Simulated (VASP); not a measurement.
TiAl3: single point with LDA

Crystal: TiAl3.

```xyz
4
Lattice="-1.7669 1.7669 4.0742 1.7669 -1.7669 4.0742 1.7669 1.7669 -4.0742" Properties=species:S:1:pos:R:3 pbc="T T T"
Ti    0.0000    0.0000    0.0000
Al    0.0000    0.0000    4.0742
Al    0.0000    1.7669    2.0371
Al    1.7669    0.0000    2.0371
```

```yaml
Program: VASP 6.6.1
Task: single point
Functional: LDA
Potentials_or_basis: VASP PAW LDA potentials, release 64 (Ti_sv, Al)
Cutoff: 520 eV
k_mesh: 16 × 16 × 16
Occupations: gaussian, width 0.15 eV
Spin: no spin polarisation
```

The pressure is 29.4 GPa. The band gap on the k mesh is zero (an odd number of electrons rules out a gap without spin polarisation).

Stress tensor (GPa, compression positive):
```
32.46  0.00  0.00
 0.00 32.46  0.00
 0.00  0.00 23.24
```

Levels at points of the mesh, in eV from the Fermi level:
```
           k point  band 7  band 8  band 9  band 10  band 11  band 12  band 13  band 14  band 15  band 16
(0.00, 0.00, 0.00)   -3.07   -1.83   -1.31    -1.31     1.06     2.36     2.48     2.48     3.99     4.80
(0.50, 0.00, 0.00)   -4.13   -2.97   -1.11    -0.51     0.67     2.45     2.65     3.38     3.70     5.57
(0.50, 0.50, 0.00)   -4.68   -4.27   -2.64    -2.38    -1.32     2.44     2.59     2.95     3.50     3.93
(0.50, 0.50, 0.50)   -2.30   -0.57   -0.57    -0.38     0.79     0.79     1.21     3.36     6.64     7.23
```

Wall time 10 min on 1 thread of Intel(R) Xeon(R) Platinum 8488C (Sapphire Rapids), with other jobs on the host, peak memory 0.4 GiB.

Caveat: the cell stands under pressure.
